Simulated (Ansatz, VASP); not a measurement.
**Two plane-wave programs on MgF2**

```
CELL_PARAMETERS angstrom
4.56340 0.00000 0.00000
0.00000 4.56340 0.00000
0.00000 0.00000 3.00814
ATOMIC_POSITIONS crystal
Mg 0.00000 0.00000 0.00000
Mg 0.50000 0.50000 0.50000
F 0.30294 0.30294 0.00000
F 0.19706 0.80294 0.50000
F 0.69706 0.69706 0.00000
F 0.80294 0.19706 0.50000
```

Alike in both runs: task relaxation of the atoms; functional r2SCAN; k mesh 6 × 6 × 10; occupations fermi-dirac, width 0.02 eV; no spin polarisation.

|  | VASP | Ansatz |
| --- | --- | --- |
| version | VASP 6.6.1 | Ansatz 0.2.0 |
| potentials or method | VASP PAW PBE potentials, release 64 (Mg, F), cutoff 580 eV | PAW plane waves |
| valence electrons in the cell | 32 | 48 |

VASP gave:

* gap on the k mesh at the Fermi level, each at its own relaxed structure (eV): 8.30

Question: What did Ansatz give for the same quantities?

Answer: gap on the k mesh at the Fermi level, each at its own relaxed structure (eV): 8.35.

VASP's potentials were made for PBE, not for r2SCAN. VASP's potentials hold 32 valence electrons a cell and Ansatz's 48, so a difference there can come from the potentials and not from the codes. Ansatz's warnings: stress scf threshold loose.
